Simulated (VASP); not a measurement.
# TiAl3 (Pm-3m) in VASP: further runs, part 2 of 2

VASP 6.6.1. The steps go on from the part before.

### Step 5. Single point, PBE

Input file INCAR:

```
SYSTEM = TiAl3
PREC = Accurate
ENCUT = 520
EDIFF = 1E-6
ISMEAR = 0
SIGMA = 0.1
LREAL = Auto
LASPH = .TRUE.
NELM = 100
ALGO = Fast
ISIF = 2
LWAVE = .FALSE.
LCHARG = .FALSE.
GGA = PE
NBANDS = 56
```

Input file KPOINTS:

```
Automatic mesh
0
G
  5 5 5
  0 0 0
```

Input file POSCAR:

```
TiAl3
1.0
   -3.9797267091      3.9797267091      3.9797267091
    3.9797267091     -3.9797267091      3.9797267091
    3.9797267091      3.9797267091     -3.9797267091
Ti Al
4 12
Direct
    0.5000000000      0.5000000000      0.0000000000
    0.0000000000      0.0000000000      0.0000000000
    0.0000000000      0.5000000000      0.5000000000
    0.5000000000      0.0000000000      0.5000000000
    0.2500000000      0.2500000000      0.5000000000
    0.7500000000      0.7500000000      0.5000000000
    0.7500000000      0.2500000000      0.0000000000
    0.2500000000      0.7500000000      0.0000000000
    0.2500000000      0.5000000000      0.2500000000
    0.7500000000      0.0000000000      0.2500000000
    0.7500000000      0.5000000000      0.7500000000
    0.2500000000      0.0000000000      0.7500000000
    0.5000000000      0.2500000000      0.2500000000
    0.0000000000      0.7500000000      0.2500000000
    0.0000000000      0.2500000000      0.7500000000
    0.5000000000      0.7500000000      0.7500000000
```

Potentials or basis: VASP PAW PBE potentials, release 64 (Ti_sv, Al).

Command:

```console
> cat potpaw_PBE.64/Ti_sv/POTCAR potpaw_PBE.64/Al/POTCAR > POTCAR
> mpirun -np 1 vasp_std > vasp.out
```

OUTCAR:

```text
SYSTEM = TiAl3
   PREC = Accurate
   ENCUT = 520
   EDIFF = 1E-6
   ISMEAR = 0
   LREAL = Auto
   LASPH = .TRUE.
   NELM = 100
   ISIF = 2
   GGA = PE

 ion  position               nearest neighbor table
   1  0.500  0.500  0.000-   6 2.81   7 2.81   8 2.81   9 2.81  10 2.81  11 2.81  13 2.81  14 2.81
                            16 2.81   5 2.81  12 2.81  15 2.81
   2  0.000  0.000  0.000-   5 2.81   7 2.81   8 2.81   9 2.81  10 2.81  12 2.81  13 2.81  14 2.81
                            15 2.81   6 2.81  11 2.81  16 2.81
   3  0.000  0.500  0.500-   5 2.81   6 2.81   8 2.81   9 2.81  11 2.81  12 2.81  14 2.81  15 2.81
                            16 2.81   7 2.81  10 2.81  13 2.81
   4  0.500  0.000  0.500-   5 2.81   6 2.81   7 2.81  10 2.81  11 2.81  12 2.81  13 2.81  15 2.81
                            16 2.81   8 2.81   9 2.81  14 2.81
   5  0.250  0.250  0.500-   1 2.81   3 2.81   4 2.81   9 2.81  11 2.81  12 2.81  13 2.81  15 2.81
                            16 2.81   2 2.81  14 2.81  10 2.81
   6  0.750  0.750  0.500-   2 2.81   3 2.81   4 2.81  10 2.81  11 2.81  12 2.81  14 2.81  15 2.81
                            16 2.81   1 2.81  13 2.81   9 2.81
   7  0.750  0.250  0.000-   1 2.81   2 2.81   3 2.81   9 2.81  10 2.81  11 2.81  13 2.81  14 2.81
                            15 2.81   4 2.81  16 2.81  12 2.81
   8  0.250  0.750  0.000-   1 2.81   2 2.81   4 2.81   9 2.81  10 2.81  12 2.81  13 2.81  14 2.81
                            16 2.81   3 2.81  15 2.81  11 2.81
   9  0.250  0.500  0.250-   1 2.81   3 2.81   4 2.81   5 2.81   6 2.81   8 2.81  13 2.81  14 2.81
                            16 2.81  15 2.81   2 2.81   7 2.81
  10  0.750  0.000  0.250-   2 2.81   3 2.81   4 2.81   5 2.81   6 2.81   7 2.81  13 2.81  14 2.81
                            15 2.81  16 2.81   1 2.81   8 2.81
  11  0.750  0.500  0.750-   1 2.81   2 2.81   3 2.81   6 2.81   7 2.81   8 2.81  14 2.81  15 2.81
                            16 2.81  13 2.81   4 2.81   5 2.81
  12  0.250  0.000  0.750-   1 2.81   2 2.81   4 2.81   5 2.81   7 2.81   8 2.81  13 2.81  15 2.81
                            16 2.81  14 2.81   3 2.81   6 2.81
  13  0.500  0.250  0.250-   1 2.81   3 2.81   4 2.81   5 2.81   6 2.81   7 2.81   9 2.81  10 2.81
                            11 2.81  12 2.81   8 2.81   2 2.81
  14  0.000  0.750  0.250-   2 2.81   3 2.81   4 2.81   5 2.81   6 2.81   8 2.81   9 2.81  10 2.81
                            12 2.81  11 2.81   7 2.81   1 2.81
  15  0.000  0.250  0.750-   1 2.81   2 2.81   3 2.81   5 2.81   7 2.81   8 2.81   9 2.81  11 2.81
                            12 2.81  10 2.81   6 2.81   4 2.81
  16  0.500  0.750  0.750-   1 2.81   2 2.81   4 2.81   6 2.81   7 2.81   8 2.81  10 2.81  11 2.81
                            12 2.81   9 2.81   5 2.81   3 2.81

  LATTYP: Found a body centered cubic cell.
 ALAT       =     7.9594534182

  Lattice vectors:

 A1 = (  -3.9797267091,   3.9797267091,   3.9797267091)
 A2 = (   3.9797267091,  -3.9797267091,   3.9797267091)
 A3 = (   3.9797267091,   3.9797267091,  -3.9797267091)

Analysis of symmetry for initial positions (statically):
=====================================================================
 Subroutine PRICEL returns following result:

  LATTYP: Found a simple cubic cell.
 ALAT       =     3.9797267091

  Lattice vectors:

 A1 = (   0.0000000000,   3.9797267091,   0.0000000000)
 A2 = (   3.9797267091,   0.0000000000,   0.0000000000)
 A3 = (   0.0000000000,   0.0000000000,  -3.9797267091)

   4 primitive cells build up your supercell.

 Routine SETGRP: Setting up the symmetry group for a
 body centered cubic supercell.

 Subroutine GETGRP returns: Found 48 space group operations
 (whereof 48 operations were pure point group operations)
 out of a pool of 48 trial point group operations.

The static configuration has the point symmetry O_h .

Analysis of symmetry for dynamics (positions and initial velocities):
[... 98 lines left out ...]
   NGX,Y,Z   is equivalent  to a cutoff of  13.02, 13.02, 13.02 a.u.
   NGXF,Y,Z  is equivalent  to a cutoff of  26.05, 26.05, 26.05 a.u.
 SYSTEM =  TiAl3
   PREC   = accura    normal or accurate (medium, high low for compatibility)
   ISTART =      0    job   : 0-new  1-cont  2-samecut
   ICHARG =      2    charge: 1-file 2-atom 10-const
   ISPIN  =      1    spin polarized calculation?
   LNONCOLLINEAR =      F non collinear calculations
   LSORBIT =      F    spin-orbit coupling
   LASPH  =      T    aspherical Exc in radial PAW
   ENCUT  =  520.0 eV  38.22 Ry    6.18 a.u.  12.82 12.82 12.82*2*pi/ulx,y,z
   NELM   =    100;   NELMIN=  2; NELMDL= -5     # of ELM steps
   EDIFF  = 0.1E-05   stopping-criterion for ELM
   LREAL  =      T    real-space projection
   EDIFFG = 0.1E-04   stopping-criterion for IOM
   NSW    =      0    number of steps for IOM
   IBRION =     -1    ionic relax: 0-MD 1-quasi-New 2-CG
   NFREE  =      0    steps in history (QN), initial steepest desc. (CG)
   ISIF   =      2    stress and relaxation
   ISYM   =      2    0-nonsym 1-usesym 2-fastsym
   POTIM  = 0.5000    time-step for ionic-motion
   TEBEG  =    0.0;   TEEND  =   0.0 temperature during run
   PSTRESS=    0.0 pullay stress
   NELECT =      84.0000    total number of electrons
   NUPDOWN=      -1.0000    fix difference up-down
   EMIN   =  10.00;   EMAX   =-10.00  energy-range for DOS
   EFERMI =   0.00;   METHOD = LEGACY
   ISMEAR =     0;   SIGMA  =   0.10  broadening in eV -4-tet -1-fermi 0-gaus
   EFERMI_NEDOS =   21; number of points for ismear=-14 and -15
   IALGO  =     68    algorithm
   IMIX   =      4    mixing-type and parameters
     AMIX     =   0.40;   BMIX     =  1.00
     AMIX_MAG =   1.60;   BMIX_MAG =  1.00
  volume/ion in A,a.u.               =      15.76       106.34
  Fermi-wavevector in a.u.,A,eV,Ry     =   1.134910  2.144669 17.524579  1.288020
  Thomas-Fermi vector in A             =   2.271614
   LORBIT       =      0    0 simple, 1 ext, 2 COOP (PROOUT), +10 PAW based schemes
   GGA     = PE    functional components
   LHFCALC =     F    Hartree Fock is set to
   AEXX    =    0.0000 exact exchange contribution
   IVDW    =     0    specifies the selected vdW correction
   LEPSILON=     F    determine dielectric tensor
   LRPA    =     F    only Hartree local field effects (RPA)
 non-spin polarized calculation
 RMM-DIIS sequential band-by-band and
 Gauss-broadening in eV      SIGMA  =   0.10
  energy-cutoff  :      520.00
  volume of cell :      252.13
 maximum number of plane-waves:      6819
 NGX is ok and might be reduce to    54
   NGX = 25   NGY = 25   NGZ = 25

 number of electron      83.9999992 magnetization

 Free energy of the ion-electron system (eV)
  ---------------------------------------------------
  ext. energy  EPLUGINS =         0.00000000
  ---------------------------------------------------
  free energy    TOTEN  =       -82.24809554 eV

  energy without entropy =      -82.21504944  energy(sigma->0) =      -82.23157249

 E-fermi :   8.9490     XC(G=0): -10.7572

 val. band max:        8.9136486299   @ k =  -0.4000   0.4000   0.2000
 cond. band min:       9.0068779765   @ k =   0.2000   0.0000   0.0000
 fundamental gap:      0.0932293466
 Fermi energy:         8.9490267429

 k-point     1 :       0.0000    0.0000    0.0000
  band No.  band energies     occupation
      1     -48.0708      2.00000
      2     -48.0693      2.00000
      3     -48.0693      2.00000
      4     -48.0693      2.00000
      5     -24.3859      2.00000
      6     -24.3859      2.00000
[... 559 lines left out ...]
     53      10.2365      0.00000
     54      10.4054      0.00000
 [bands above 54 left out]

------------------------ aborting loop because EDIFF is reached ----------------------------------------

  FORCE on cell =-STRESS in cart. coord.  units (eV):
  Direction    XX          YY          ZZ          XY          YZ          ZX
  --------------------------------------------------------------------------------------
  -------------------------------------------------------------------------------------
  Total        0.0666335      0.0666335      0.0666335      0.0000000      0.0000000      0.0000000
  in kB        0.4234319      0.4234319      0.4234319      0.0000000      0.0000000      0.0000000
  external PRESSURE =       0.4234319 kB  Pullay stress =       0.0000000 kB

 VOLUME and BASIS-vectors are now :
 -----------------------------------------------------------------------------
  energy-cutoff  :      520.00
  volume of cell :      252.13
      direct lattice vectors                 reciprocal lattice vectors
    -3.979726709  3.979726709  3.979726709     0.000000000  0.125636768  0.125636768
     3.979726709 -3.979726709  3.979726709     0.125636768  0.000000000  0.125636768
     3.979726709  3.979726709 -3.979726709     0.125636768  0.125636768  0.000000000

 POSITION                                       TOTAL-FORCE (eV/Angst)
 -----------------------------------------------------------------------------------
      0.00000      0.00000      3.97973        -0.000000     -0.000000      0.000000
      0.00000      0.00000      0.00000        -0.000000     -0.000000     -0.000000
      3.97973      0.00000      0.00000        -0.000000      0.000000      0.000000
      0.00000      3.97973      0.00000        -0.000000     -0.000000      0.000000
      1.98986      1.98986      0.00000         0.000000     -0.000000     -0.000000
      1.98986      1.98986      3.97973         0.000000      0.000000      0.000000
[... 8 lines left out ...]
      3.97973      1.98986     -1.98986         0.000000     -0.000000     -0.000000
      3.97973      1.98986      1.98986         0.000000     -0.000000      0.000000
 -----------------------------------------------------------------------------------
    total drift:                                0.000000      0.000000     -0.000000

  FREE ENERGIE OF THE ION-ELECTRON SYSTEM (eV)
  ---------------------------------------------------
  free  energy   TOTEN  =       -82.2480955421 eV

  energy  without entropy=      -82.2150494350  energy(sigma->0) =      -82.23157249
```

Wall time 11 min (1 thread of Intel Xeon Platinum 8259CL at 2.50GHz (Skylake/Cascade Lake), shared host); peak memory 0.42 GiB.

Results:

```
Free energy            : -82.2481 eV
Pressure               : 0.0 GPa
Band gap on the k mesh : zero (bands 42 and 43 overlap by 0.66 eV)
```

Levels at points of the mesh, in eV from the Fermi level:
| k point | band 39 | band 40 | band 41 | band 42 | band 43 | band 44 |
| --- | --- | --- | --- | --- | --- | --- |
| (0.00, 0.00, 0.00) | -1.26 | -1.26 | 0.13 | 0.13 | 0.13 | 0.59 |

### Step 6. Overview

```tsv
cell	k mesh	smearing	gap on the mesh (eV)	pressure (GPa)
a = 6.893 Å, angles 109.5°, 16 atoms, atomic positions A	7 × 7 × 7	gaussian 0.1 eV	none	0.0
a = 3.980, b = 3.980, c = 7.959 Å, 8 atoms, atomic positions B	8 × 8 × 4	gaussian 0.15 eV	none	0.0
a = 6.893 Å, angles 109.5°, 16 atoms, atomic positions A	5 × 5 × 5	gaussian 0.1 eV	none	0.0
```

Alike in all rows: task single point; level PBE; potentials or basis VASP PAW PBE potentials, release 64 (Ti_sv, Al); no spin polarisation; cutoff (eV) 520.

Total energies depend on the potentials used, so only differences within one code and one set of settings carry meaning.
